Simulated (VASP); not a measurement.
# Be3Te2Se (I-4m2) in VASP: a series of runs, part 2 of 2

VASP 6.6.1. The steps go on from the part before.

### 3 Relaxation of cell and atoms, PBE

This run uses another cell than the first one, of 18.90 Å³/atom, 0.900 times its volume.

INCAR

```
SYSTEM = Be3Te2Se
PREC = Accurate
ENCUT = 600
EDIFF = 1E-6
ISMEAR = 0
SIGMA = 0.15
LREAL = .False.
LASPH = .True.
NELM = 80
ALGO = Normal
ISIF = 3
LWAVE = .False.
LCHARG = .False.
GGA = PE
IBRION = 2
NSW = 36
EDIFFG = -0.08
```

KPOINTS

```
Automatic mesh
0
Gamma
  4 4 4
  0 0 0
```

POSCAR

```
Be3Te2Se
1.0
   -1.8835000000      1.8835000000      7.9900000000
    1.8835000000     -1.8835000000      7.9900000000
    1.8835000000      1.8835000000     -7.9900000000
Be Te Se
3 2 1
Direct
    0.7500000000      0.2500000000      0.5000000000
    0.0833300000      0.5833300000      0.5000000000
    0.4166700000      0.9166700000      0.5000000000
    0.6667000000      0.6667000000      0.0000000000
    0.3333000000      0.3333000000      0.0000000000
    0.0000000000      0.0000000000      0.0000000000
```

Potentials or basis: VASP PAW PBE potentials, release 64 (Be, Te, Se).

Run with:

```console
cat potpaw_PBE.64/Be/POTCAR potpaw_PBE.64/Te/POTCAR potpaw_PBE.64/Se/POTCAR > POTCAR
mpirun -np 1 vasp_std > vasp.out
```

OUTCAR:

```text
SYSTEM = Be3Te2Se
   PREC = Accurate
   ENCUT = 600
   EDIFF = 1E-6
   ISMEAR = 0
   LREAL = .False.
   LASPH = .True.
   NELM = 80
   ISIF = 3
   GGA = PE
   IBRION = 2
   NSW = 36
   EDIFFG = -0.08

 ion  position               nearest neighbor table
   1  0.750  0.250  0.500-   5 2.31   4 2.31   5 2.31   4 2.31
   2  0.083  0.583  0.500-   6 2.31   6 2.31   4 2.31   4 2.31
   3  0.417  0.917  0.500-   6 2.31   6 2.31   5 2.31   5 2.31
   4  0.667  0.667  0.000-   1 2.31   1 2.31   2 2.31   2 2.31
   5  0.333  0.333  0.000-   1 2.31   1 2.31   3 2.31   3 2.31
   6  0.000  0.000  0.000-   2 2.31   3 2.31   2 2.31   3 2.31

  LATTYP: Found a body centered tetragonal cell.
 ALAT       =     3.7670000000
 C/A-ratio  =     4.2421024688

  Lattice vectors:

 A1 = (  -1.8835000000,   1.8835000000,   7.9900000000)
 A2 = (   1.8835000000,  -1.8835000000,   7.9900000000)
 A3 = (   1.8835000000,   1.8835000000,  -7.9900000000)

Analysis of symmetry for initial positions (statically):
=====================================================================
 Subroutine PRICEL returns:
 Original cell was already a primitive cell.

 Routine SETGRP: Setting up the symmetry group for a
 body centered tetragonal supercell.

 Subroutine GETGRP returns: Found  8 space group operations
 (whereof  8 operations were pure point group operations)
 out of a pool of 16 trial point group operations.

The static configuration has the point symmetry D_2d.

Analysis of symmetry for dynamics (positions and initial velocities):
=====================================================================
 Subroutine PRICEL returns:
 Original cell was already a primitive cell.

 Routine SETGRP: Setting up the symmetry group for a
 body centered tetragonal supercell.

 Subroutine GETGRP returns: Found  8 space group operations
 (whereof  8 operations were pure point group operations)
 out of a pool of 16 trial point group operations.

[... 103 lines left out ...]
   ISYM   =      2    0-nonsym 1-usesym 2-fastsym
   POTIM  = 0.5000    time-step for ionic-motion
   TEBEG  =    0.0;   TEEND  =   0.0 temperature during run
   PSTRESS=    0.0 pullay stress
   NELECT =      24.0000    total number of electrons
   NUPDOWN=      -1.0000    fix difference up-down
   EMIN   =  10.00;   EMAX   =-10.00  energy-range for DOS
   EFERMI =   0.00;   METHOD = LEGACY
   ISMEAR =     0;   SIGMA  =   0.15  broadening in eV -4-tet -1-fermi 0-gaus
   EFERMI_NEDOS =   21; number of points for ismear=-14 and -15
   IALGO  =     38    algorithm
   IMIX   =      4    mixing-type and parameters
     AMIX     =   0.40;   BMIX     =  1.00
     AMIX_MAG =   1.60;   BMIX_MAG =  1.00
  volume/ion in A,a.u.               =      18.90       127.52
  Fermi-wavevector in a.u.,A,eV,Ry     =   0.975662  1.843733 12.951599  0.951916
  Thomas-Fermi vector in A             =   2.106219
   LORBIT       =      0    0 simple, 1 ext, 2 COOP (PROOUT), +10 PAW based schemes
   GGA     = PE    functional components
   LHFCALC =     F    Hartree Fock is set to
   AEXX    =    0.0000 exact exchange contribution
   IVDW    =     0    specifies the selected vdW correction
   LEPSILON=     F    determine dielectric tensor
   LRPA    =     F    only Hartree local field effects (RPA)
 conjugate gradient relaxation of ions
 non-spin polarized calculation
 Gauss-broadening in eV      SIGMA  =   0.15
  energy-cutoff  :      600.00
  volume of cell :      113.38
 maximum number of plane-waves:      3832
 NGX is ok and might be reduce to    70

--------------------------------------- Ionic step        1  -------------------------------------------

 number of electron      24.0000000 magnetization

 Free energy of the ion-electron system (eV)
  ---------------------------------------------------
  ext. energy  EPLUGINS =         0.00000000
  ---------------------------------------------------
  free energy    TOTEN  =       -23.34857858 eV

  energy without entropy =      -23.34857858  energy(sigma->0) =      -23.34857858

------------------------ aborting loop because EDIFF is reached ----------------------------------------

  FORCE on cell =-STRESS in cart. coord.  units (eV):
  Direction    XX          YY          ZZ          XY          YZ          ZX
  --------------------------------------------------------------------------------------
  -------------------------------------------------------------------------------------
  Total        6.4579113      6.4579113      5.5358106      0.0000000     -0.0000000      0.0000000
  in kB       91.2566751     91.2566751     78.2264791      0.0000000     -0.0000000      0.0000000
  external PRESSURE =      86.9132765 kB  Pullay stress =       0.0000000 kB
[... 227 lines left out ...]
--------------------------------------- Ionic step        7  -------------------------------------------

 number of electron      24.0000000 magnetization

 Free energy of the ion-electron system (eV)
  ---------------------------------------------------
  ext. energy  EPLUGINS =         0.00000000
  ---------------------------------------------------
  free energy    TOTEN  =       -23.84872690 eV

  energy without entropy =      -23.84872690  energy(sigma->0) =      -23.84872690

 E-fermi :   5.1314     XC(G=0):  -9.0764

 val. band max:        4.4746658515   @ k =   0.0000   0.0000   0.0000
 cond. band min:       6.4948446384   @ k =   0.5000   0.5000   0.5000
 fundamental gap:      2.0201787869
 Fermi energy:         5.1314050129

 k-point     1 :       0.0000    0.0000    0.0000
  band No.  band energies     occupation
      1      -8.8431      2.00000
      2      -7.0939      2.00000
      3      -6.4935      2.00000
      4       0.3854      2.00000
      5       0.6144      2.00000
      6       1.6724      2.00000
[... 269 lines left out ...]
  FREE ENERGIE OF THE ION-ELECTRON SYSTEM (eV)
  ---------------------------------------------------
  free  energy   TOTEN  =       -23.8487268959 eV

  energy  without entropy=      -23.8487268959  energy(sigma->0) =      -23.84872690

 reached required accuracy - stopping structural energy minimisation
```

Run time: 6.4 min. Hardware: 1 thread of Intel Xeon 6975P-C (Granite Rapids), shared host; peak memory 0.76 GiB.

Results:

```
Free energy                            : -23.8487 eV
Relaxed volume                         : 21.01 Å³/atom
Relaxed cell                           : a = 8.654 Å, b = 8.654 Å, c = 8.654 Å, α = 153.81°, β = 153.81°, γ = 37.38°
Space group after relaxing (to 0.05 Å) : I-4m2 (No. 119)
Energy gained by relaxing              : 83.4 meV/atom
Ionic steps                            : 7
Pressure after relaxing                : -0.1 GPa
Largest force after relaxing           : 0.014 eV/Å
Band gap on the k mesh                 : 2.02 eV, indirect (least direct gap 2.11 eV)
```

Forces on the atoms (eV/Å):
```
Be   0.000  0.000  0.000
Be   0.000  0.000  0.014
Be   0.000  0.000 -0.014
Te   0.000  0.000 -0.012
Te   0.000  0.000  0.012
Se   0.000  0.000  0.000
```

The path:
| step | energy change (eV) | largest force (eV/Å) | pressure (GPa) | volume (Å³) |
| --- | --- | --- | --- | --- |
| 1 | 0.0000 | 1.3198 | 8.69 | 113.38 |
| 2 | -0.4125 | 0.4182 | -2.07 | 131.04 |
| 3 | -0.4278 | 0.5438 | -0.65 | 127.86 |
| 4 | -0.4644 | 0.3702 | -0.39 | 127.04 |
| 5 | -0.4983 | 0.1173 | 0.33 | 125.14 |
| 6 | -0.4984 | 0.1234 | 0.29 | 125.22 |
| 7 | -0.5001 | 0.0138 | -0.14 | 126.09 |

Final structure:
```cif
data_structure
_symmetry_space_group_name_H-M 'P 1'
_symmetry_Int_Tables_number 1
_cell_length_a 8.6542
_cell_length_b 8.6542
_cell_length_c 8.6542
_cell_angle_alpha 153.808
_cell_angle_beta 153.808
_cell_angle_gamma 37.379
_cell_volume 126.09
loop_
_atom_site_label
_atom_site_type_symbol
_atom_site_fract_x
_atom_site_fract_y
_atom_site_fract_z
_atom_site_occupancy
Be1 Be 0.75000 0.25000 0.50000 1
Be2 Be 0.07450 0.57450 0.50000 1
Be3 Be 0.42550 0.92550 0.50000 1
Te1 Te 0.66255 0.66255 0.00000 1
Te2 Te 0.33745 0.33745 0.00000 1
Se1 Se 0.00000 0.00000 0.00000 1
```

Caveat: the k points lie up to 0.57 Å⁻¹ apart in the final cell; spin-orbit coupling is left out, which moves the levels of the heavy elements; the relaxation stopped at a loose force limit of 0.08 eV/Å, so its end isn't a converged minimum. A k mesh can miss the band edges.

### 4 Single point, PBE

This run uses another cell than the first one: it holds 12 atoms, not 6.

INCAR

```
ALGO = Normal
EDIFF = 1E-6
ENCUT = 520
GGA = PE
ISIF = 2
ISMEAR = 0
LASPH = T
LCHARG = T
LELF = T
LREAL = F
LVHAR = T
LWAVE = F
NBANDS = 36
NELM = 100
PREC = Accurate
SIGMA = 0.1
```

KPOINTS

```
k-points
0
Gamma
  4 2 4
```

POSCAR

```
Be3Te2Se
1.0
    0.0000000000     -3.8982676441      0.0000000000
    7.7965352881      0.0000000000      0.0000000000
   -1.9491338220      1.9491338220      8.2420013308
Be Te Se
6 4 2
Direct
    0.7500000000      0.1250000000      0.5000000000
    0.7500000000      0.6250000000      0.5000000000
    0.0745996782      0.2872998391      0.1491993564
    0.0745996782      0.7872998391      0.1491993564
    0.4254003218      0.4627001609      0.8508006436
    0.4254003218      0.9627001609      0.8508006436
    0.6625245130      0.3312622565      0.3250490261
    0.6625245130      0.8312622565      0.3250490261
    0.3374754870      0.1687377435      0.6749509739
    0.3374754870      0.6687377435      0.6749509739
    0.0000000000      0.0000000000      0.0000000000
    0.0000000000      0.5000000000      0.0000000000
```

Run with:

```console
cat potpaw_PBE.64/Be/POTCAR potpaw_PBE.64/Te/POTCAR potpaw_PBE.64/Se/POTCAR > POTCAR
mpirun -np 1 vasp_std > vasp.out
```

It took 81 s on 1 thread of Intel Xeon 6975P-C (Granite Rapids), shared host; peak memory 0.4 GiB.

It converged, with:

| Property | Result |
| --- | --- |
| Free energy | -47.6935 eV |
| Pressure | 0.3 GPa |
| Largest force | 0.005 eV/Å |
| Band gap on the k mesh | 2.02 eV |

Forces in eV/Å, atoms in the order of the input:
```
Be   0.000  0.000  0.000
Be   0.000  0.000  0.000
Be   0.000  0.000 -0.004
Be   0.000  0.000 -0.004
Be   0.000  0.000  0.004
Be   0.000  0.000  0.004
Te   0.000  0.000  0.005
Te   0.000  0.000  0.005
Te   0.000  0.000 -0.005
Te   0.000  0.000 -0.005
Se   0.000  0.000  0.000
Se   0.000  0.000  0.000
```

Stress tensor (GPa, compression positive):
```
 0.53  0.00  0.00
 0.00  0.53  0.00
 0.00  0.00 -0.16
```

Levels at points of the mesh, in eV from the valence-band top:
| k point | band 21 | band 22 | band 23 | band 24 | band 25 | band 26 | band 27 | band 28 |
| --- | --- | --- | --- | --- | --- | --- | --- | --- |
| (0.00, 0.00, 0.00) | -0.77 | -0.14 | 0.00 | 0.00 | 2.11 | 2.63 | 3.01 | 3.58 |
| (0.50, 0.00, 0.00) | -2.15 | -1.20 | -0.84 | -0.77 | 2.08 | 3.00 | 3.01 | 3.80 |
| (0.00, 0.50, 0.00) | -1.16 | -1.16 | -0.26 | -0.26 | 2.95 | 2.95 | 3.62 | 3.62 |
| (0.50, 0.50, 0.00) | -2.03 | -2.03 | -1.93 | -1.93 | 3.11 | 3.11 | 3.29 | 3.29 |
| (0.00, 0.00, 0.50) | -0.84 | -0.77 | -0.70 | -0.70 | 2.02 | 2.96 | 3.01 | 3.18 |
| (0.00, 0.50, 0.50) | -0.75 | -0.75 | -0.50 | -0.50 | 2.72 | 2.72 | 3.50 | 3.50 |

Caveat: spin-orbit coupling is left out, which moves the levels of the heavy elements. A k mesh can miss the band edges.

### 5 The runs side by side

```csv
task,cell,k mesh,cutoff (eV),smearing,gap on the mesh (eV),pressure (GPa),largest force (eV/Å)
single point,"a = 8.633 Å, angles 153.7, 153.7, 37.5°, 6 atoms",4 × 4 × 4,520,gaussian 0.15 eV,2.01,-0.1,0.04
relaxation of cell and atoms,"relaxed from a = 8.422 Å, angles 154.2, 154.2, 36.9°, 6 atoms",4 × 4 × 4,600,gaussian 0.15 eV,2.02,-0.1,0.01
single point,"a = 3.898, b = 7.797, c = 8.691 Å, angles 103.0, 103.0, 90.0°, 12 atoms",4 × 2 × 4,520,gaussian 0.1 eV,2.02,0.3,0.01
```

Alike in all rows: level PBE; potentials or basis VASP PAW PBE potentials, release 64 (Be, Te, Se); no spin polarisation.

Caveats: some runs use coarse meshes; spin-orbit coupling is left out, which moves the levels of the heavy elements; the relaxation stopped at a loose force limit of 0.08 eV/Å, so its end isn't a converged minimum (some runs).

Total energies depend on the potentials used, so only differences within one code and one set of settings carry meaning.
